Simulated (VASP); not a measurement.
Write the native input for VASP 6.6.1 that does the following.

```yaml
Task: single point
Functional: PBE
Potentials_or_basis: VASP PAW PBE potentials, release 64 (Zn, Ge_d, P)
Cutoff: 500 eV
k_mesh: 6 × 6 × 6
Occupations: fermi-dirac, width 0.02 eV
Spin: no spin polarisation
Dipole_correction: no
Further_INCAR_settings: ALGO = Normal; EDIFF = 1e-06; NBANDS = 46
```

The structure of ZnGeP2 lies in POSCAR:

```
ZnGeP2
1.0
   -2.6688737731      2.6688737731      5.4582001700
    2.6688737731     -2.6688737731      5.4582001700
    2.6688737731      2.6688737731     -5.4582001700
Zn Ge P
2 2 4
Direct
    0.7500000000      0.2500000000      0.5000000000
    0.0000000000      0.0000000000      0.0000000000
    0.2500000000      0.7500000000      0.5000000000
    0.5000000000      0.5000000000      0.0000000000
    0.1276172378      0.6250000000      0.0026172378
    0.8750000000      0.8723827622      0.4973827622
    0.3750000000      0.3776172378      0.5026172378
    0.6223827622      0.1250000000      0.9973827622
```

This cell differs from its parent crystal: epitaxial xy strain -2.0%.

The input as run:

INCAR

```
ALGO = Normal
EDIFF = 1E-6
ENCUT = 500
GGA = PE
GGA_COMPAT = F
ISIF = 2
ISMEAR = -1
LASPH = T
LCHARG = F
LREAL = F
LWAVE = F
NBANDS = 46
NELM = 120
PREC = Accurate
SIGMA = 0.02
```

KPOINTS

```
k-points
0
Gamma
  6 6 6
```

Potentials or basis: VASP PAW PBE potentials, release 64 (Zn, Ge_d, P).

Run with:

```bash
$ cat potpaw_PBE.64/Zn/POTCAR potpaw_PBE.64/Ge_d/POTCAR potpaw_PBE.64/P/POTCAR > POTCAR
$ mpirun -np 1 vasp_std > vasp.out
```

Results of the run:

```yaml
Pressure: 4.5 GPa
Largest_force: 0.062 eV/Å
Band_gap_on_the_k_mesh: 1.23 eV (least direct gap 1.51 eV)
```

Caveat: the cell differs from its parent crystal (epitaxial xy strain -2.0%); the cell stands under pressure.

It took 2.5 min on 1 thread of Intel(R) Xeon(R) Platinum 8488C (Sapphire Rapids), with other jobs on the host, peak memory 0.42 GiB.
